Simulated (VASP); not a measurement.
Input of a VASP 6.6.1 run:

The input INCAR:

```
PREC = Accurate
ENCUT = 600
EDIFF = 1E-6
ISMEAR = -1
SIGMA = 0.08
LREAL = False
LASPH = True
NELM = 60
ALGO = Normal
ISIF = 3
LWAVE = False
LCHARG = False
GGA = PS
IBRION = 2
NSW = 32
EDIFFG = -0.005
PSTRESS = 170.0
```

KPOINTS

```
Automatic mesh
0
Gamma
  14 14 14
```

File POSCAR:

```
La
1.0
   -2.7174160153      2.7174160153      1.6529410502
    2.7174160153     -2.7174160153      1.6529410502
    2.7174160153      2.7174160153     -1.6529410502
La
2
Direct
   -0.3750000000     -0.1250000000     -0.2500000000
    0.3750000000      0.1250000000      0.2500000000
```

Potentials or basis: VASP PAW PBE potentials, release 64 (La).

The run is started by

```console
$ cat potpaw_PBE.64/La/POTCAR > POTCAR
$ mpirun -np 1 vasp_std > vasp.out
```

Question: What does it give for the relaxed volume?

Answer: 24.46 Å³/atom.

Question: Estimate the space group after relaxing (to 0.05 Å).

Answer: I4_1/amd (No. 141).

Final structure:
```
CELL_PARAMETERS angstrom
-2.71841 2.71841 1.65521
2.71841 -2.71841 1.65521
2.71841 2.71841 -1.65521
ATOMIC_POSITIONS crystal
La 0.62500 0.87500 0.75000
La 0.37500 0.12500 0.25000
```

Caveat: the cell is relaxed towards a set pressure, so the enthalpy falls and the energy may rise; the PAW data sets were made with another functional, which shifts forces and pressure a little.
